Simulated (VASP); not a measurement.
# C in VASP: a series of runs

C is run at these levels: LDA; tasks: relaxation of the atoms.

All numbers are computed with VASP 6.6.1; they aren't measurements. Logs are shortened: lines on timing, memory, paths and dates and some standing lists are left out, and cuts for length are marked.

**1. The cell of the first run**

Symmetry: R-3m, No. 166, trigonal system. Conventional cell: a = 2.457 Å, b = 2.457 Å, c = 10.059 Å, α = 90.00°, β = 90.00°, γ = 120.00°. C (site symmetry 3m) has 3 C at 1.42 Å within 1.9 Å.

**2. Relaxation of the atoms, LDA**

INCAR

```
SYSTEM = C
  PREC = Accurate
  ENCUT = 520
  EDIFF = 1E-7
  ISMEAR = 0
  SIGMA = 0.01
  LREAL = .False.
  LASPH = .True.
  NELM = 100
  ALGO = Normal
  ISIF = 2
  LWAVE = .False.
  LCHARG = .False.
  GGA = CA
  IBRION = 2
  NSW = 50
  EDIFFG = -0.002
```

KPOINTS

```
Automatic mesh
0
Gamma
  12 12 12
  0 0 0
```

POSCAR

```
C
1.0
    1.2285423880      0.7092992784      3.3529383042
   -1.2285423880      0.7092992784      3.3529383042
    0.0000000000     -1.4185985568      3.3529383042
C
2
Direct
    0.8333828132      0.8333828132      0.8333828132
    0.1666171868      0.1666171868      0.1666171868
```

Potentials or basis: VASP PAW LDA potentials, release 64 (C).

Started as:

```sh
$ cat potpaw_LDA.64/C/POTCAR > POTCAR
$ mpirun -np 1 vasp_std > vasp.out
```

OUTCAR:

```text
SYSTEM = C
   PREC = Accurate
   ENCUT = 520
   EDIFF = 1E-7
   ISMEAR = 0
   LREAL = .False.
   LASPH = .True.
   NELM = 100
   ISIF = 2
   GGA = CA
   IBRION = 2
   NSW = 50
   EDIFFG = -0.002

 ion  position               nearest neighbor table
   1  0.833  0.833  0.833-   2 1.42   2 1.42   2 1.42
   2  0.167  0.167  0.167-   1 1.42   1 1.42   1 1.42

  LATTYP: Found a trigonal (rhomboedric) cell.
 ALAT       =     3.6406891020
 COS(alpha) =     0.7722580164

  Lattice vectors:

 A1 = (   1.2285423880,   0.7092992784,   3.3529383042)
 A2 = (  -1.2285423880,   0.7092992784,   3.3529383042)
 A3 = (   0.0000000000,  -1.4185985568,   3.3529383042)

Analysis of symmetry for initial positions (statically):
=====================================================================
 Subroutine PRICEL returns:
 Original cell was already a primitive cell.

 Routine SETGRP: Setting up the symmetry group for a
 trigonal (rhombohedral) supercell.

 Subroutine GETGRP returns: Found 12 space group operations
 (whereof 12 operations were pure point group operations)
 out of a pool of 12 trial point group operations.

The static configuration has the point symmetry D_3d.

Analysis of symmetry for dynamics (positions and initial velocities):
=====================================================================
 Subroutine PRICEL returns:
 Original cell was already a primitive cell.

 Routine SETGRP: Setting up the symmetry group for a
 trigonal (rhombohedral) supercell.

 Subroutine GETGRP returns: Found 12 space group operations
 (whereof 12 operations were pure point group operations)
 out of a pool of 12 trial point group operations.

The dynamic configuration has the point symmetry D_3d.

 Subroutine INISYM returns: Found 12 space group operations
 (whereof 12 operations are pure point group operations),
 and found     1 'primitive' translations

----------------------------------------------------------------------------------------

                                     Primitive cell

  volume of cell :      17.5306

  direct lattice vectors                    reciprocal lattice vectors
     1.228542388  0.709299278  3.352938304     0.406986364  0.234973687  0.099415290
    -1.228542388  0.709299278  3.352938304    -0.406986364  0.234973687  0.099415290
     0.000000000 -1.418598557  3.352938304     0.000000000 -0.469947374  0.099415290

  length of vectors
     3.640689102  3.640689102  3.640689102     0.480347722  0.480347722  0.480347722

  position of ions in fractional coordinates (direct lattice)
     0.833382813  0.833382813  0.833382813
     0.166617187  0.166617187  0.166617187

  ion indices of the primitive-cell ions
   primitive index   ion index
                 1           1
                 2           2

----------------------------------------------------------------------------------------

 KPOINTS: Automatic mesh

Automatic generation of k-mesh.
 Grid dimensions read from file:
 generate k-points for:   12   12   12

 Generating k-lattice:

  Cartesian coordinates                     Fractional coordinates (reciprocal lattice)
     0.033915530  0.019581141  0.008284607     0.083333333  0.000000000  0.000000000
    -0.033915530  0.019581141  0.008284607     0.000000000  0.083333333  0.000000000
     0.000000000 -0.039162281  0.008284607     0.000000000  0.000000000  0.083333333

  Length of vectors
     0.040028977  0.040028977  0.040028977

  Shift w.r.t. Gamma in fractional coordinates (k-lattice)
     0.000000000  0.000000000  0.000000000

 Subroutine IBZKPT returns following result:
 ===========================================

 Found    189 irreducible k-points:

 Following reciprocal coordinates:
            Coordinates               Weight
  0.000000  0.000000  0.000000      1.000000
  0.083333 -0.000000  0.000000      6.000000
  0.166667  0.000000 -0.000000      6.000000
  0.250000 -0.000000  0.000000      6.000000
  0.333333  0.000000  0.000000      6.000000
  0.416667  0.000000  0.000000      6.000000
[... 16 lines left out ...]
  0.500000  0.166667 -0.000000     12.000000
 -0.416667  0.166667 -0.000000     12.000000
 [... further k-points ...]
   k-points           NKPTS =    189   k-points in BZ     NKDIM =    189   number of bands    NBANDS=      8
   number of dos      NEDOS =    301   number of ions     NIONS =      2
   total plane-waves  NPLWV =  21952
   dimension x,y,z NGX =    28 NGY =   28 NGZ =   28
   dimension x,y,z NGXF=    56 NGYF=   56 NGZF=   56
   ions per type =               2
   NGX,Y,Z   is equivalent  to a cutoff of  12.79, 12.79, 12.79 a.u.
   NGXF,Y,Z  is equivalent  to a cutoff of  25.57, 25.57, 25.57 a.u.
 SYSTEM =  C
   PREC   = accura    normal or accurate (medium, high low for compatibility)
   ISTART =      0    job   : 0-new  1-cont  2-samecut
   ICHARG =      2    charge: 1-file 2-atom 10-const
   ISPIN  =      1    spin polarized calculation?
   LNONCOLLINEAR =      F non collinear calculations
   LSORBIT =      F    spin-orbit coupling
   LASPH  =      T    aspherical Exc in radial PAW
   ENCUT  =  520.0 eV  38.22 Ry    6.18 a.u.   6.77  6.77  6.77*2*pi/ulx,y,z
   NELM   =    100;   NELMIN=  2; NELMDL= -5     # of ELM steps
   EDIFF  = 0.1E-06   stopping-criterion for ELM
   LREAL  =      F    real-space projection
   EDIFFG = -.2E-02   stopping-criterion for IOM
   NSW    =     50    number of steps for IOM
   IBRION =      2    ionic relax: 0-MD 1-quasi-New 2-CG
   NFREE  =      1    steps in history (QN), initial steepest desc. (CG)
   ISIF   =      2    stress and relaxation
   ISYM   =      2    0-nonsym 1-usesym 2-fastsym
   POTIM  = 0.5000    time-step for ionic-motion
   TEBEG  =    0.0;   TEEND  =   0.0 temperature during run
   PSTRESS=    0.0 pullay stress
   NELECT =       8.0000    total number of electrons
   NUPDOWN=      -1.0000    fix difference up-down
   EMIN   =  10.00;   EMAX   =-10.00  energy-range for DOS
   EFERMI =   0.00;   METHOD = LEGACY
   ISMEAR =     0;   SIGMA  =   0.01  broadening in eV -4-tet -1-fermi 0-gaus
   EFERMI_NEDOS =   21; number of points for ismear=-14 and -15
   IALGO  =     38    algorithm
   IMIX   =      4    mixing-type and parameters
     AMIX     =   0.40;   BMIX     =  1.00
     AMIX_MAG =   1.60;   BMIX_MAG =  1.00
  volume/ion in A,a.u.               =       8.77        59.15
  Fermi-wavevector in a.u.,A,eV,Ry     =   1.260393  2.381798 21.614088  1.588591
  Thomas-Fermi vector in A             =   2.393905
   LORBIT       =      0    0 simple, 1 ext, 2 COOP (PROOUT), +10 PAW based schemes
   GGA     = CA    functional components
   LHFCALC =     F    Hartree Fock is set to
   AEXX    =    0.0000 exact exchange contribution
   IVDW    =     0    specifies the selected vdW correction
   LEPSILON=     F    determine dielectric tensor
   LRPA    =     F    only Hartree local field effects (RPA)
 conjugate gradient relaxation of ions
 non-spin polarized calculation
 Gauss-broadening in eV      SIGMA  =   0.01
  energy-cutoff  :      520.00
  volume of cell :       17.53
 maximum number of plane-waves:       485
   NGX = 13   NGY = 13   NGZ = 13

--------------------------------------- Ionic step        1  -------------------------------------------

 number of electron       8.0000000 magnetization

 Free energy of the ion-electron system (eV)
  ---------------------------------------------------
  ext. energy  EPLUGINS =         0.00000000
  ---------------------------------------------------
  free energy    TOTEN  =       -20.22115216 eV

  energy without entropy =      -20.22115216  energy(sigma->0) =      -20.22115216

------------------------ aborting loop because EDIFF is reached ----------------------------------------

  FORCE on cell =-STRESS in cart. coord.  units (eV):
  Direction    XX          YY          ZZ          XY          YZ          ZX
  --------------------------------------------------------------------------------------
  -------------------------------------------------------------------------------------
  Total       -0.5415698     -0.5415698     -0.0557934      0.0000000      0.0000000      0.0000000
  in kB      -49.4958231    -49.4958231     -5.0991433      0.0000000      0.0000000      0.0000000
  external PRESSURE =     -34.6969298 kB  Pullay stress =       0.0000000 kB

 VOLUME and BASIS-vectors are now :
 -----------------------------------------------------------------------------
  energy-cutoff  :      520.00
  volume of cell :       17.53
      direct lattice vectors                 reciprocal lattice vectors
     1.228542388  0.709299278  3.352938304     0.406986364  0.234973687  0.099415290
    -1.228542388  0.709299278  3.352938304    -0.406986364  0.234973687  0.099415290
     0.000000000 -1.418598557  3.352938304     0.000000000 -0.469947374  0.099415290
[... 37 lines left out ...]
 POSITION                                       TOTAL-FORCE (eV/Angst)
 -----------------------------------------------------------------------------------
      0.00000      0.00000      8.38345         0.000000     -0.000000     -0.008600
      0.00000      0.00000      1.67536         0.000000      0.000000      0.008600
 -----------------------------------------------------------------------------------
    total drift:                               -0.000000     -0.000000      0.000000

  FREE ENERGIE OF THE ION-ELECTRON SYSTEM (eV)
  ---------------------------------------------------
  free  energy   TOTEN  =       -20.2211547529 eV

  energy  without entropy=      -20.2211547529  energy(sigma->0) =      -20.22115475

--------------------------------------- Ionic step        3  -------------------------------------------

 number of electron       8.0000000 magnetization

 Free energy of the ion-electron system (eV)
  ---------------------------------------------------
  ext. energy  EPLUGINS =         0.00000000
  ---------------------------------------------------
  free energy    TOTEN  =       -20.22115681 eV

  energy without entropy =      -20.22115681  energy(sigma->0) =      -20.22115681

 E-fermi :   4.3619     XC(G=0): -10.7773

 val. band max:        4.2750105174   @ k =  -0.3333   0.3333   0.0000
 cond. band min:       4.9506404604   @ k =  -0.3333   0.3333   0.0000
 fundamental gap:      0.6756299430
 Fermi energy:         4.3618712794

 k-point     1 :       0.0000    0.0000    0.0000
  band No.  band energies     occupation
      1     -14.8956      2.00000
      2      -1.9786      2.00000
      3       1.6299      2.00000
      4       1.6299      2.00000
      5       8.4703      0.00000
      6      13.0073      0.00000
      7      13.0073      0.00000
      8      15.9938      0.00000

 k-point     2 :       0.0833   -0.0000    0.0000
  band No.  band energies     occupation
      1     -14.7275      2.00000
      2      -1.8083      2.00000
      3       0.9936      2.00000
      4       1.2908      2.00000
      5       8.7101      0.00000
      6      13.0928      0.00000
      7      13.7041      0.00000
      8      15.4194      0.00000
[... 221 lines left out ...]
 k-point    23 :       0.5000    0.1667   -0.0000
  band No.  band energies     occupation
      1     -10.3165      2.00000
      2      -6.7132      2.00000
      3      -3.3593      2.00000
      4       2.0905      2.00000
      5       7.3725      0.00000
      6      14.8497      0.00000
      7      15.2849      0.00000
      8      17.7469      0.00000

 k-point    24 :      -0.4167    0.1667   -0.0000
  band No.  band energies     occupation
      1      -9.0540      2.00000
      2      -8.1807      2.00000
      3      -3.5427      2.00000
      4       3.1410      2.00000
      5       6.2286      0.00000
      6      14.9303      0.00000
      7      15.6893      0.00000
      8      16.7542      0.00000

 [... further k-points ...]
[... 5 lines left out ...]
  --------------------------------------------------------------------------------------
  -------------------------------------------------------------------------------------
  Total       -0.5414305     -0.5414305     -0.0565053      0.0000000      0.0000000      0.0000000
  in kB      -49.4830910    -49.4830910     -5.1642018      0.0000000      0.0000000      0.0000000
  external PRESSURE =     -34.7101279 kB  Pullay stress =       0.0000000 kB

 VOLUME and BASIS-vectors are now :
 -----------------------------------------------------------------------------
  energy-cutoff  :      520.00
  volume of cell :       17.53
      direct lattice vectors                 reciprocal lattice vectors
     1.228542388  0.709299278  3.352938304     0.406986364  0.234973687  0.099415290
    -1.228542388  0.709299278  3.352938304    -0.406986364  0.234973687  0.099415290
     0.000000000 -1.418598557  3.352938304     0.000000000 -0.469947374  0.099415290

 POSITION                                       TOTAL-FORCE (eV/Angst)
 -----------------------------------------------------------------------------------
      0.00000      0.00000      8.38321         0.000000     -0.000000      0.000072
      0.00000      0.00000      1.67561         0.000000      0.000000     -0.000072
 -----------------------------------------------------------------------------------
    total drift:                               -0.000000     -0.000000      0.000000

  FREE ENERGIE OF THE ION-ELECTRON SYSTEM (eV)
  ---------------------------------------------------
  free  energy   TOTEN  =       -20.2211568051 eV

  energy  without entropy=      -20.2211568051  energy(sigma->0) =      -20.22115681

 reached required accuracy - stopping structural energy minimisation
```

Wall time 30 s (1 thread of Intel Xeon Platinum 8488C (Sapphire Rapids), shared host); peak memory 0.14 GiB.

What came out:

```
Free energy               : -20.2212 eV
Energy gained by relaxing : 0.0 meV/atom
Ionic steps               : 3
Pressure after relaxing   : -3.5 GPa
```

Final structure:
```
C
1.0
     1.22854    0.70930    3.35294
    -1.22854    0.70930    3.35294
     0.00000   -1.41860    3.35294
C
2
Direct
  0.83342 0.83342 0.83342
  0.16658 0.16658 0.16658
```

(Continued in part 2 of 2.)
